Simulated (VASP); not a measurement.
# TiO2 (P4_2/mnm) in VASP: single point with r2SCAN+U

Aim: the single point of TiO2 with r2SCAN+U.

Program: VASP 6.6.1. These are calculated values, not measurements. Logs are shortened: lines on timing, memory, paths and dates and some standing lists are left out, and cuts for length are marked.

### Step 1. The cell of the first run

It takes space group P4_2/mnm (No. 136, tetragonal). Conventional cell: a = 4.594 Å, b = 4.594 Å, c = 2.959 Å, α = 90.00°, β = 90.00°, γ = 90.00°. Ti (site symmetry mmm) has 6 O at 1.94 to 1.99 Å within 2.6 Å. O (site symmetry m2m) has 3 Ti at 1.94 to 1.99 Å and 1 O at 2.52 Å within 2.6 Å.

### Step 2. Single point, r2SCAN+U, collinear spin

File POSCAR:

```
TiO2
1.0
    4.5940000000      0.0000000000      0.0000000000
    0.0000000000      4.5940000000      0.0000000000
    0.0000000000      0.0000000000      2.9590000000
Ti O
2 4
Direct
    0.0000000000      0.0000000000      0.0000000000
    0.5000000000      0.5000000000      0.5000000000
    0.3060000000      0.3060000000      0.0000000000
    0.1940000000      0.8060000000      0.5000000000
    0.6940000000      0.6940000000      0.0000000000
    0.8060000000      0.1940000000      0.5000000000
```

File INCAR.step1:

```
ALGO = Normal
EDIFF = 1E-4
ENCUT = 520
GGA = PE
ISMEAR = 0
ISPIN = 2
LASPH = T
LCHARG = F
LDAU = T
LDAUJ = 0 0
LDAUL = 2 -1
LDAUTYPE = 2
LDAUU = 1.1 0
LMAXMIX = 4
LREAL = F
LWAVE = T
MAGMOM = 1 1 0 0 0 0
NBANDS = 37
NELM = 150
PREC = Accurate
SIGMA = 0.05
```

File INCAR.step2:

```
ALGO = Normal
EDIFF = 1E-6
ENCUT = 520
ISIF = 2
ISMEAR = 0
ISPIN = 2
ISTART = 1
LASPH = T
LCHARG = T
LDAU = T
LDAUJ = 0 0
LDAUL = 2 -1
LDAUPRINT = 1
LDAUTYPE = 2
LDAUU = 1.1 0
LELF = T
LMAXMIX = 4
LMIXTAU = T
LORBIT = 11
LREAL = F
LVHAR = T
LWAVE = F
MAGMOM = 1 1 0 0 0 0
METAGGA = R2SCAN
NBANDS = 37
NELM = 150
PREC = Accurate
SIGMA = 0.05
```

File KPOINTS:

```
k-points
0
Gamma
  4 4 7
```

Potentials or basis: VASP PAW PBE potentials, release 64 (Ti_sv, O).

The run is started by

```console
$ cat potpaw_PBE.64/Ti_sv/POTCAR potpaw_PBE.64/O/POTCAR > POTCAR
$ cp INCAR.step1 INCAR
$ mpirun -np 1 vasp_std > vasp.out
$ cp INCAR.step2 INCAR
$ mpirun -np 1 vasp_std > vasp.out
```

OUTCAR:

```text
EDIFF = 1E-6
   ENCUT = 520
   ISIF = 2
   ISMEAR = 0
   ISPIN = 2
   ISTART = 1
   LASPH = T
   LORBIT = 11
   LREAL = F
   METAGGA = R2SCAN
   NELM = 150
   PREC = Accurate

 ion  position               nearest neighbor table
   1  0.000  0.000  0.000-   4 1.94   6 1.94   4 1.94   6 1.94   5 1.99   3 1.99
   2  0.500  0.500  0.500-   3 1.94   5 1.94   3 1.94   5 1.94   4 1.99   6 1.99
   3  0.306  0.306  0.000-   2 1.94   2 1.94   1 1.99
   4  0.194  0.806  0.500-   1 1.94   1 1.94   2 1.99
   5  0.694  0.694  0.000-   2 1.94   2 1.94   1 1.99
   6  0.806  0.194  0.500-   1 1.94   1 1.94   2 1.99

  LATTYP: Found a simple tetragonal cell.
 ALAT       =     4.5940000000
 C/A-ratio  =     0.6441010013

  Lattice vectors:

 A1 = (   4.5940000000,   0.0000000000,   0.0000000000)
 A2 = (   0.0000000000,   4.5940000000,   0.0000000000)
 A3 = (   0.0000000000,   0.0000000000,   2.9590000000)

Analysis of symmetry for initial positions (statically):
=====================================================================
 Subroutine PRICEL returns:
 Original cell was already a primitive cell.

 Routine SETGRP: Setting up the symmetry group for a
 simple tetragonal supercell.

 Subroutine GETGRP returns: Found 16 space group operations
 (whereof  8 operations were pure point group operations)
 out of a pool of 16 trial point group operations.

The static configuration has the point symmetry D_2h.
 The point group associated with its full space group is D_4h.

Analysis of symmetry for dynamics (positions and initial velocities):
=====================================================================
 Subroutine PRICEL returns:
 Original cell was already a primitive cell.

 Routine SETGRP: Setting up the symmetry group for a
 simple tetragonal supercell.

 Subroutine GETGRP returns: Found 16 space group operations
 (whereof  8 operations were pure point group operations)
 out of a pool of 16 trial point group operations.

The dynamic configuration has the point symmetry D_2h.
 The point group associated with its full space group is D_4h.

Analysis of structural, dynamic, and magnetic symmetry:
=====================================================================
 Subroutine PRICEL returns:
 Original cell was already a primitive cell.

[... 224 lines left out ...]
  o =  0.2768  v =  0.0000  0.0000  0.0000  0.0000  0.0000  0.0000  0.7071  0.0000  0.7071  0.0000      0.0000  0.0000  0.0000  0.0000  0.0000  0.0000  0.0000  0.0000  0.0000  0.0000

 number of electron      48.0000022 magnetization      -0.0000000

 Free energy of the ion-electron system (eV)
  ---------------------------------------------------
  ext. energy  EPLUGINS =         0.00000000
  ---------------------------------------------------
  free energy    TOTEN  =       -68.33997723 eV

  energy without entropy =      -68.33997723  energy(sigma->0) =      -68.33997723

 E-fermi :   4.9042     XC(G=0): -12.1530

 val. band max:        4.6007479228   @ k =   0.0000   0.0000   0.0000
 cond. band min:       7.0262441368   @ k =   0.0000   0.0000   0.0000
 fundamental gap:      2.4254962140
 Fermi energy:         4.9041659506

 spin component 1

 k-point     1 :       0.0000    0.0000    0.0000
  band No.  band energies     occupation
      1     -54.7911      1.00000
      2     -54.7736      1.00000
      3     -30.0432      1.00000
      4     -30.0432      1.00000
      5     -29.8676      1.00000
      6     -29.8676      1.00000
[... 925 lines left out ...]
     35      16.9759      0.00000
     36      16.9759      0.00000
 Fermi energy:         4.9041659506

 spin component 2

 k-point     1 :       0.0000    0.0000    0.0000
  band No.  band energies     occupation
      1     -54.7911      1.00000
      2     -54.7736      1.00000
      3     -30.0432      1.00000
      4     -30.0432      1.00000
      5     -29.8676      1.00000
      6     -29.8676      1.00000
[... 925 lines left out ...]
     35      16.9759      0.00000
     36      16.9759      0.00000
 [bands above 36 left out]

------------------------ aborting loop because EDIFF is reached ----------------------------------------

  FORCE on cell =-STRESS in cart. coord.  units (eV):
  Direction    XX          YY          ZZ          XY          YZ          ZX
  --------------------------------------------------------------------------------------
  -------------------------------------------------------------------------------------
  Total        1.1755741      1.1755741      1.8074518      0.0000000      0.0000000      0.0000000
  in kB       30.1601595     30.1601595     46.3714152      0.0000000      0.0000000      0.0000000
  external PRESSURE =      35.5639114 kB  Pullay stress =       0.0000000 kB

 VOLUME and BASIS-vectors are now :
 -----------------------------------------------------------------------------
  energy-cutoff  :      520.00
  volume of cell :       62.45
      direct lattice vectors                 reciprocal lattice vectors
     4.594000000  0.000000000  0.000000000     0.217675229  0.000000000  0.000000000
     0.000000000  4.594000000  0.000000000     0.000000000  0.217675229  0.000000000
     0.000000000  0.000000000  2.959000000     0.000000000  0.000000000  0.337952011

 POSITION                                       TOTAL-FORCE (eV/Angst)
 -----------------------------------------------------------------------------------
      0.00000      0.00000      0.00000        -0.000000      0.000000      0.000000
      2.29700      2.29700      1.47950        -0.000000      0.000000      0.000000
      1.40576      1.40576      0.00000        -0.189821     -0.189821      0.000000
      0.89124      3.70276      1.47950         0.189821     -0.189821      0.000000
      3.18824      3.18824      0.00000         0.189821      0.189821      0.000000
      3.70276      0.89124      1.47950        -0.189821      0.189821      0.000000
 -----------------------------------------------------------------------------------
    total drift:                               -0.000000      0.000000      0.000000

  FREE ENERGIE OF THE ION-ELECTRON SYSTEM (eV)
  ---------------------------------------------------
  free  energy   TOTEN  =       -68.3399772309 eV

  energy  without entropy=      -68.3399772309  energy(sigma->0) =      -68.33997723

 total charge

# of ion       s       p       d       tot
------------------------------------------
    1        2.221   6.308   1.608  10.137
    2        2.221   6.308   1.608  10.137
    3        1.576   3.542   0.000   5.118
    4        1.576   3.542   0.000   5.118
    5        1.576   3.542   0.000   5.118
    6        1.576   3.542   0.000   5.118
--------------------------------------------------
tot         10.748  26.782   3.216  40.746

 magnetization (x)

# of ion       s       p       d       tot
------------------------------------------
    1        0.000   0.000   0.000   0.000
    2        0.000   0.000   0.000   0.000
    3        0.000  -0.000   0.000  -0.000
    4        0.000  -0.000   0.000  -0.000
    5        0.000  -0.000   0.000  -0.000
    6        0.000  -0.000   0.000  -0.000
--------------------------------------------------
tot          0.000  -0.000   0.000   0.000
```

Run time: 7.7 min. Hardware: 1 thread of Intel Xeon 8259CL, shared host; peak memory 0.25 GiB.

Results:

```
Free energy                                           : -68.3400 eV
Pressure                                              : 3.6 GPa
Largest force                                         : 0.268 eV/Å
Band gap on the k mesh                                : 2.43 eV
Net moment                                            : 0.00 μB per cell
Valence electrons inside the program's atomic spheres : Ti 10.14; O 5.12
```

Forces on the atoms (eV/Å):
```
Ti   0.000  0.000  0.000
Ti   0.000  0.000  0.000
O   -0.190 -0.190  0.000
O    0.190 -0.190  0.000
O    0.190  0.190  0.000
O   -0.190  0.190  0.000
```

Levels at points of the mesh, in eV from the valence-band top:
Spin up:
| k point | band 20 | band 21 | band 22 | band 23 | band 24 | band 25 | band 26 | band 27 | band 28 | band 29 |
| --- | --- | --- | --- | --- | --- | --- | --- | --- | --- | --- |
| (0.00, 0.00, 0.00) | -2.10 | -0.78 | -0.48 | -0.48 | 0.00 | 2.43 | 2.77 | 2.99 | 3.06 | 3.06 |
| (0.50, 0.00, 0.00) | -3.10 | -1.69 | -1.69 | -0.78 | -0.78 | 3.11 | 3.11 | 3.57 | 3.57 | 4.12 |
| (0.50, 0.50, 0.00) | -2.16 | -1.41 | -1.41 | -1.10 | -1.10 | 2.46 | 2.46 | 3.08 | 3.08 | 4.36 |
Spin down:
```tsv
k point	band 22	band 23	band 24	band 25	band 26	band 27
(0.00, 0.00, 0.00)	-0.48	-0.48	0.00	2.43	2.77	2.99
(0.50, 0.00, 0.00)	-1.69	-0.78	-0.78	3.11	3.11	3.57
(0.50, 0.50, 0.00)	-1.41	-1.10	-1.10	2.46	2.46	3.08
```

Eigenvalues of the final occupation matrices:
| site | spin | trace | eigenvalues |
| --- | --- | --- | --- |
| site 1 d | 1 | 0.82 | 0.09 0.10 0.10 0.25 0.28 |
| site 1 d | 2 | 0.82 | 0.09 0.10 0.10 0.25 0.28 |
| site 2 d | 1 | 0.82 | 0.09 0.10 0.10 0.25 0.28 |
| site 2 d | 2 | 0.82 | 0.09 0.10 0.10 0.25 0.28 |

Caveat: the cell stands under pressure; the PAW data sets were made with another functional, which shifts forces and pressure a little.
